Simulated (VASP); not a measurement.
# Ni (Fm-3m) in VASP: a series of runs, part 2 of 2

VASP 6.6.1. Earlier steps stand in the parts before.

## Step 3: Single point, PBE, collinear spin, ferromagnetic start

Input file INCAR:

```
ALGO = Normal ; EDIFF = 1E-6
ENCUT = 600 ; GGA = PE
GGA_COMPAT = F ; ISIF = 2
ISMEAR = 1 ; ISPIN = 2
LASPH = T ; LCHARG = F
LMAXMIX = 4 ; LORBIT = 11
LREAL = F ; LWAVE = F
MAGMOM = 2 ; NBANDS = 15
NELM = 200 ; PREC = Accurate
SIGMA = 0.3
```

Input file KPOINTS:

```
k-points
0
Gamma
  14 14 14
```

Input file POSCAR:

```
Ni
1.0
    0.0000000000      1.7495000000      1.7495000000
    1.7495000000      0.0000000000      1.7495000000
    1.7495000000      1.7495000000      0.0000000000
Ni
1
Direct
    0.0000000000      0.0000000000      0.0000000000
```

Potentials or basis: VASP PAW PBE potentials, release 64 (Ni).

Launch:

```console
$ cat potpaw_PBE.64/Ni/POTCAR > POTCAR
$ mpirun -np 1 vasp_std > vasp.out
```

OUTCAR:

```text
EDIFF = 1E-6
   ENCUT = 600
   GGA = PE
   ISIF = 2
   ISMEAR = 1
   ISPIN = 2
   LASPH = T
   LORBIT = 11
   LREAL = F
   NELM = 200
   PREC = Accurate

 ion  position               nearest neighbor table
   1  0.000  0.000  0.000-

  LATTYP: Found a face centered cubic cell.
 ALAT       =     3.4990000000

  Lattice vectors:

 A1 = (   0.0000000000,   1.7495000000,   1.7495000000)
 A2 = (   1.7495000000,   0.0000000000,   1.7495000000)
 A3 = (   1.7495000000,   1.7495000000,   0.0000000000)

Analysis of symmetry for initial positions (statically):
=====================================================================
 Subroutine PRICEL returns:
 Original cell was already a primitive cell.

 Routine SETGRP: Setting up the symmetry group for a
 face centered cubic supercell.

 Subroutine GETGRP returns: Found 48 space group operations
 (whereof 48 operations were pure point group operations)
 out of a pool of 48 trial point group operations.

The static configuration has the point symmetry O_h .

Analysis of symmetry for dynamics (positions and initial velocities):
=====================================================================
 Subroutine PRICEL returns:
 Original cell was already a primitive cell.

 Routine SETGRP: Setting up the symmetry group for a
 face centered cubic supercell.

 Subroutine GETGRP returns: Found 48 space group operations
 (whereof 48 operations were pure point group operations)
 out of a pool of 48 trial point group operations.

The dynamic configuration has the point symmetry O_h .

Analysis of structural, dynamic, and magnetic symmetry:
=====================================================================
 Subroutine PRICEL returns:
 Original cell was already a primitive cell.

 Routine SETGRP: Setting up the symmetry group for a
 face centered cubic supercell.

 Subroutine GETGRP returns: Found 48 space group operations
 (whereof 48 operations were pure point group operations)
 out of a pool of 48 trial point group operations.

The overall configuration has the point symmetry O_h .

 Subroutine INISYM returns: Found 48 space group operations
[... 152 lines left out ...]
 k-point     1 :       0.0000    0.0000    0.0000
  band No.  band energies     occupation
      1       0.4839      1.00000
      2       7.1421      1.00000
      3       7.1421      1.00000
      4       7.1421      1.00000
      5       8.3436      1.00000
      6       8.3436      1.00000
      7      33.4628      0.00000
      8      37.4465      0.00000
      9      37.4465      0.00000
     10      37.4465      0.00000
     11      40.4404      0.00000
     12      40.4404      0.00000
     13      40.4404      0.00000
     14      43.3610      0.00000
[... 403 lines left out ...]
      4       7.6530      1.00000
      5       8.2989      1.00000
      6       8.6806      1.00008
      7      25.2964      0.00000
      8      30.8696      0.00000
      9      31.5387      0.00000
     10      34.3018      0.00000
     11      39.4385      0.00000
     12      43.4049      0.00000
     13      45.3931      0.00000
     14      47.5739      0.00000
     15      52.1418      0.00000

 [... further k-points ...]

 spin component 2

 k-point     1 :       0.0000    0.0000    0.0000
  band No.  band energies     occupation
      1       0.4437      1.00000
      2       7.8714      1.00000
      3       7.8714      1.00000
      4       7.8714      1.00000
      5       8.9091      1.00314
      6       8.9091      1.00314
      7      33.2964      0.00000
      8      37.4204      0.00000
      9      37.4204      0.00000
     10      37.4204      0.00000
     11      40.5335      0.00000
     12      40.5335      0.00000
     13      40.5335      0.00000
     14      43.2367      0.00000
[... 403 lines left out ...]
      4       8.3511      1.00000
      5       8.9532      1.00543
      6       9.3098      1.01564
      7      25.4090      0.00000
      8      30.9455      0.00000
      9      31.4970      0.00000
     10      34.3569      0.00000
     11      39.5535      0.00000
     12      43.3643      0.00000
     13      45.3602      0.00000
     14      47.5789      0.00000
     15      52.2285      0.00000

 [... further k-points ...]
[... 5 lines left out ...]
  --------------------------------------------------------------------------------------
  -------------------------------------------------------------------------------------
  Total        0.2251960      0.2251960      0.2251960     -0.0000000     -0.0000000     -0.0000000
  in kB       33.6898809     33.6898809     33.6898809     -0.0000000     -0.0000000     -0.0000000
  external PRESSURE =      33.6898809 kB  Pullay stress =       0.0000000 kB

 VOLUME and BASIS-vectors are now :
 -----------------------------------------------------------------------------
  energy-cutoff  :      600.00
  volume of cell :       10.71
      direct lattice vectors                 reciprocal lattice vectors
     0.000000000  1.749500000  1.749500000    -0.285795942  0.285795942  0.285795942
     1.749500000  0.000000000  1.749500000     0.285795942 -0.285795942  0.285795942
     1.749500000  1.749500000  0.000000000     0.285795942  0.285795942 -0.285795942

 POSITION                                       TOTAL-FORCE (eV/Angst)
 -----------------------------------------------------------------------------------
      0.00000      0.00000      0.00000         0.000000     -0.000000     -0.000000
 -----------------------------------------------------------------------------------
    total drift:                                0.000000      0.000000      0.000000

  FREE ENERGIE OF THE ION-ELECTRON SYSTEM (eV)
  ---------------------------------------------------
  free  energy   TOTEN  =        -5.4682962212 eV

  energy  without entropy=       -5.4602676845  energy(sigma->0) =       -5.46562004

 total charge

# of ion       s       p       d       tot
------------------------------------------
    1        0.504   0.511   8.323   9.338

 magnetization (x)

# of ion       s       p       d       tot
------------------------------------------
    1       -0.008  -0.026   0.647   0.613
```

OSZICAR:

```text
N       E                     dE             d eps       ncg     rms          rms(c)
DAV:   1     0.361012068802E+02    0.36101E+02   -0.49116E+03  6672   0.104E+03
DAV:   2    -0.466702017320E+01   -0.40768E+02   -0.37426E+02  6975   0.173E+02
DAV:   3    -0.629946601638E+01   -0.16324E+01   -0.16211E+01  7542   0.336E+01
DAV:   4    -0.630930343305E+01   -0.98374E-02   -0.98355E-02  7734   0.252E+00
DAV:   5    -0.630941612411E+01   -0.11269E-03   -0.11269E-03  7731   0.241E-01    0.113E+01
DAV:   6    -0.582003558315E+01    0.48938E+00   -0.12723E+01  9019   0.414E+01    0.614E+00
DAV:   7    -0.548373519427E+01    0.33630E+00   -0.24493E+00  8160   0.157E+01    0.182E+00
DAV:   8    -0.547223187469E+01    0.11503E-01   -0.20536E-02  7611   0.891E-01    0.977E-01
DAV:   9    -0.546918186134E+01    0.30500E-02   -0.18298E-03  9804   0.256E-01    0.357E-01
DAV:  10    -0.546829130593E+01    0.89056E-03   -0.13994E-03  9391   0.225E-01    0.415E-02
DAV:  11    -0.546829534075E+01   -0.40348E-05   -0.17732E-05  7341   0.302E-02    0.238E-02
DAV:  12    -0.546829622120E+01   -0.88044E-06   -0.38893E-06  7851   0.118E-02
   1 F= -.54682962E+01 E0= -.54656200E+01  d E =-.802854E-02  mag=     0.6018
```

Run time: 20 s. Hardware: 1 thread of Intel Xeon 6975P-C, shared host; peak memory 0.16 GiB.

Results:

* Free energy: -5.4683 eV
* Pressure: 3.4 GPa
* Net moment: 0.60 μB per cell
* Site moments: Ni +0.61 μB
* Valence electrons inside the program's atomic spheres: Ni 9.34

Levels at points of the mesh, in eV from the Fermi level:
Spin up:
| k point | band 3 | band 4 | band 5 | band 6 | band 7 | band 8 |
| --- | --- | --- | --- | --- | --- | --- |
| (0.00, 0.00, 0.00) | -2.45 | -2.45 | -1.24 | -1.24 | 23.88 | 27.86 |
| (0.50, 0.00, 0.00) | -2.43 | -0.57 | -0.57 | -0.31 | 5.80 | 22.36 |
| (0.50, 0.50, 0.00) | -0.52 | -0.44 | -0.44 | 2.47 | 9.38 | 14.99 |
Spin down:
```tsv
k point	band 2	band 3	band 4	band 5	band 6	band 7	band 8	band 9
(0.00, 0.00, 0.00)	-1.72	-1.72	-1.72	-0.68	-0.68	23.71	27.83	27.83
(0.50, 0.00, 0.00)	-1.83	-1.83	-0.37	0.16	0.16	6.21	22.21	25.05
(0.50, 0.50, 0.00)	-3.66	0.07	0.40	0.40	2.43	9.61	14.99	14.99
```

## Step 4: Single point, PBE, collinear spin, ferromagnetic start

Input file INCAR:

```
SYSTEM = Ni
  PREC = Accurate
  ENCUT = 600
  EDIFF = 1E-6
  ISMEAR = 0
  SIGMA = 0.05
  LREAL = .False.
  LASPH = .True.
  NELM = 200
  ALGO = Normal
  ISIF = 2
  LWAVE = .False.
  LCHARG = .True.
  ISPIN = 2
  MAGMOM = 2
  LORBIT = 11
  LMAXMIX = 4
  GGA = PE
  LELF = .True.
  LVHAR = .True.
  NBANDS = 15
  GGA_COMPAT = .False.
```

Input file KPOINTS:

```
Automatic mesh
0
Gamma
  14 14 14
  0 0 0
```

POSCAR is that of step 3.

Potentials or basis: VASP PAW PBE potentials, release 64 (Ni).

Launch:

```console
$ cat potpaw_PBE.64/Ni/POTCAR > POTCAR
$ mpirun -np 1 vasp_std > vasp.out
```

OUTCAR:

```text
SYSTEM = Ni
   PREC = Accurate
   ENCUT = 600
   EDIFF = 1E-6
   ISMEAR = 0
   LREAL = .False.
   LASPH = .True.
   NELM = 200
   ISIF = 2
   ISPIN = 2
   LORBIT = 11
   GGA = PE

 ion  position               nearest neighbor table
   1  0.000  0.000  0.000-

  LATTYP: Found a face centered cubic cell.
 ALAT       =     3.4990000000

  Lattice vectors:

 A1 = (   0.0000000000,   1.7495000000,   1.7495000000)
 A2 = (   1.7495000000,   0.0000000000,   1.7495000000)
 A3 = (   1.7495000000,   1.7495000000,   0.0000000000)

Analysis of symmetry for initial positions (statically):
=====================================================================
 Subroutine PRICEL returns:
 Original cell was already a primitive cell.

 Routine SETGRP: Setting up the symmetry group for a
 face centered cubic supercell.

 Subroutine GETGRP returns: Found 48 space group operations
 (whereof 48 operations were pure point group operations)
 out of a pool of 48 trial point group operations.

The static configuration has the point symmetry O_h .

Analysis of symmetry for dynamics (positions and initial velocities):
=====================================================================
 Subroutine PRICEL returns:
 Original cell was already a primitive cell.

 Routine SETGRP: Setting up the symmetry group for a
 face centered cubic supercell.

 Subroutine GETGRP returns: Found 48 space group operations
 (whereof 48 operations were pure point group operations)
 out of a pool of 48 trial point group operations.

The dynamic configuration has the point symmetry O_h .

Analysis of structural, dynamic, and magnetic symmetry:
=====================================================================
 Subroutine PRICEL returns:
 Original cell was already a primitive cell.

 Routine SETGRP: Setting up the symmetry group for a
 face centered cubic supercell.

 Subroutine GETGRP returns: Found 48 space group operations
 (whereof 48 operations were pure point group operations)
 out of a pool of 48 trial point group operations.

The overall configuration has the point symmetry O_h .

 Subroutine INISYM returns: Found 48 space group operations
[... 151 lines left out ...]

 k-point     1 :       0.0000    0.0000    0.0000
  band No.  band energies     occupation
      1       0.4856      1.00000
      2       7.1521      1.00000
      3       7.1521      1.00000
      4       7.1521      1.00000
      5       8.3568      1.00000
      6       8.3568      1.00000
      7      33.4629      0.00000
      8      37.4489      0.00000
      9      37.4489      0.00000
     10      37.4489      0.00000
     11      40.4436      0.00000
     12      40.4436      0.00000
     13      40.4436      0.00000
     14      43.3596      0.00000
[... 403 lines left out ...]
      4       7.6637      1.00000
      5       8.3101      1.00000
      6       8.6936      1.00000
      7      25.2999      0.00000
      8      30.8729      0.00000
      9      31.5402      0.00000
     10      34.3050      0.00000
     11      39.4424      0.00000
     12      43.4065      0.00000
     13      45.3951      0.00000
     14      47.5762      0.00000
     15      52.1456      0.00000

 [... further k-points ...]

 spin component 2

 k-point     1 :       0.0000    0.0000    0.0000
  band No.  band energies     occupation
      1       0.4418      1.00000
      2       7.8575      1.00000
      3       7.8575      1.00000
      4       7.8575      1.00000
      5       8.8927      1.00000
      6       8.8927      1.00000
      7      33.2957      0.00000
      8      37.4181      0.00000
      9      37.4181      0.00000
     10      37.4181      0.00000
     11      40.5287      0.00000
     12      40.5287      0.00000
     13      40.5287      0.00000
     14      43.2388      0.00000
[... 403 lines left out ...]
      4       8.3365      1.00000
      5       8.9385      1.00000
      6       9.2935      1.00000
      7      25.4043      0.00000
      8      30.9414      0.00000
      9      31.4950      0.00000
     10      34.3529      0.00000
     11      39.5491      0.00000
     12      43.3622      0.00000
     13      45.3580      0.00000
     14      47.5761      0.00000
     15      52.2238      0.00000

 [... further k-points ...]
[... 5 lines left out ...]
  --------------------------------------------------------------------------------------
  -------------------------------------------------------------------------------------
  Total        0.1961805      0.1961805      0.1961805     -0.0000000      0.0000000     -0.0000000
  in kB       29.3490913     29.3490913     29.3490913     -0.0000000      0.0000000     -0.0000000
  external PRESSURE =      29.3490913 kB  Pullay stress =       0.0000000 kB

 VOLUME and BASIS-vectors are now :
 -----------------------------------------------------------------------------
  energy-cutoff  :      600.00
  volume of cell :       10.71
      direct lattice vectors                 reciprocal lattice vectors
     0.000000000  1.749500000  1.749500000    -0.285795942  0.285795942  0.285795942
     1.749500000  0.000000000  1.749500000     0.285795942 -0.285795942  0.285795942
     1.749500000  1.749500000  0.000000000     0.285795942  0.285795942 -0.285795942

 POSITION                                       TOTAL-FORCE (eV/Angst)
 -----------------------------------------------------------------------------------
      0.00000      0.00000      0.00000        -0.000000     -0.000000      0.000000
 -----------------------------------------------------------------------------------
    total drift:                                0.000000     -0.000000      0.000000

  FREE ENERGIE OF THE ION-ELECTRON SYSTEM (eV)
  ---------------------------------------------------
  free  energy   TOTEN  =        -5.4662016929 eV

  energy  without entropy=       -5.4638370145  energy(sigma->0) =       -5.46501935

 total charge

# of ion       s       p       d       tot
------------------------------------------
    1        0.503   0.512   8.324   9.338

 magnetization (x)

# of ion       s       p       d       tot
------------------------------------------
    1       -0.008  -0.027   0.623   0.588
```

stdout:

```text
POSCAR found type information on POSCAR Ni
 POSCAR found :  1 types and       1 ions
 scaLAPACK will be used
 LDA part: xc-table for (Slater+PW92), standard interpolation
 POSCAR, INCAR and KPOINTS ok, starting setup
 FFT: planning ... GRIDC
 FFT: planning ... GRID_SOFT
 FFT: planning ... GRID
 WAVECAR not read
 entering main loop
```

Wall time 31 s (1 thread of Intel Xeon 6975P-C, shared host); peak memory 0.15 GiB.

What came out:

```yaml
Free_energy: -5.4662 eV
Pressure: 2.9 GPa
Net_moment: 0.58 μB per cell
Site_moments: Ni +0.59 μB
Valence_electrons_inside_the_program's_atomic_spheres: Ni 9.34
```

Levels at points of the mesh, in eV from the Fermi level:
Spin up:
| k point | band 1 | band 2 | band 3 | band 4 | band 5 | band 6 | band 7 | band 8 | band 9 | band 10 |
| --- | --- | --- | --- | --- | --- | --- | --- | --- | --- | --- |
| (0.00, 0.00, 0.00) | -9.12 | -2.45 | -2.45 | -2.45 | -1.25 | -1.25 | 23.86 | 27.84 | 27.84 | 27.84 |
| (0.50, 0.00, 0.00) | -4.91 | -2.43 | -2.43 | -0.57 | -0.57 | -0.32 | 5.79 | 22.34 | 24.96 | 24.96 |
| (0.50, 0.50, 0.00) | -4.73 | -4.26 | -0.52 | -0.44 | -0.44 | 2.46 | 9.37 | 14.98 | 14.98 | 19.94 |
Spin down:
| k point | band 2 | band 3 | band 4 | band 5 | band 6 | band 7 | band 8 | band 9 |
| --- | --- | --- | --- | --- | --- | --- | --- | --- |
| (0.00, 0.00, 0.00) | -1.75 | -1.75 | -1.75 | -0.71 | -0.71 | 23.69 | 27.81 | 27.81 |
| (0.50, 0.00, 0.00) | -1.87 | -1.87 | -0.39 | 0.13 | 0.13 | 6.18 | 22.19 | 25.03 |
| (0.50, 0.50, 0.00) | -3.69 | 0.04 | 0.37 | 0.37 | 2.41 | 9.59 | 14.97 | 14.97 |
